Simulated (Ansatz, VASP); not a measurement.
**Two plane-wave programs on GaP**

The input INCAR:

```
ALGO     = Normal         # electronic algorithm
EDIFF    = 1E-6           # SCF threshold, eV
ENCUT    = 520            # plane-wave cutoff, eV
GGA      = PE             # functional
ISIF     = 2              # what is computed and relaxed
ISMEAR   = -1             # smearing method
LASPH    = True           # aspherical terms in the spheres
LCHARG   = False          # write CHGCAR
LREAL    = False          # projectors in reciprocal space
LWAVE    = False          # write WAVECAR
NBANDS   = 16             # bands
NELM     = 100            # most SCF steps
PREC     = Accurate       # precision mode
SIGMA    = 0.02           # smearing width, eV
```

KPOINTS

```
k-points
0
Gamma
  8 8 8
```

Contents of POSCAR:

```
GaP
1.0
    0.0000000000      2.6163833159      2.8167230051
    2.6163833159      0.0000000000      2.8167230051
    2.6163833159      2.6163833159      0.0000000000
Ga P
1 1
Direct
    0.0000000000      0.0000000000      0.0000000000
    0.2500000000      0.2500000000      0.2500000000
```

Input for Ansatz:

```yaml
crystal:
  lattice:
    - [0.0, 2.6163833159, 2.8167230051]
    - [2.6163833159, 0.0, 2.8167230051]
    - [2.6163833159, 2.6163833159, 0.0]
  atoms:
    - { symbol: Ga, position: [0.0, 0.0, 0.0] }
    - { symbol: P, position: [0.25, 0.25, 0.25] }
kpoints:
  mp_grid: { grid: [8, 8, 8] }
  band_path:
    path:
      - [0.0, 0.0, 0.0]
      - [-0.5, -0.5, 0.0]
      - [-0.375, -0.375, 0.25]
      - [-0.375, 0.0, 0.375]
      - [0.0, 0.0, 0.5]
      - [-0.5, -0.25, 0.25]
      - [0.0, 0.424479, 0.424479]
    npoints: 1
hamiltonian:
  xc: pbe
scf:
  occupations: { method: fermi_dirac, width: 0.02 }
  n_extra_bands: 4
output:
  forces: true
  stress: true
  eigenvalues: true
```

Change from the starting cell: epitaxial_xy strain -4.0%.

Alike in both runs: task single point; functional PBE; k mesh 8 × 8 × 8; occupations fermi-dirac, width 0.02 eV; no spin polarisation.

|  | VASP | Ansatz |
| --- | --- | --- |
| version | VASP 6.6.1 | Ansatz 0.2.0 |
| potentials or method | VASP PAW PBE potentials, release 64 (Ga_d, P) | plane waves, PAW |
| plane-wave cutoff (eV) | 520 | 420 |
| valence electrons in the cell | 18 | 18 |

VASP gave:

```
gap on the k mesh at the Fermi level (eV)                     : 1.19
pressure (GPa)                                                : 7.0
traceless stress, the component that is largest in VASP (GPa) : -4.16
```

**Question.** Estimate Ansatz's values.

**Answer.** gap on the k mesh at the Fermi level (eV): 1.19; pressure (GPa): 7.1; traceless stress, the component that is largest in VASP (GPa): -4.15.

The functional is the same, so the differences come from potentials, cutoffs and numerics.
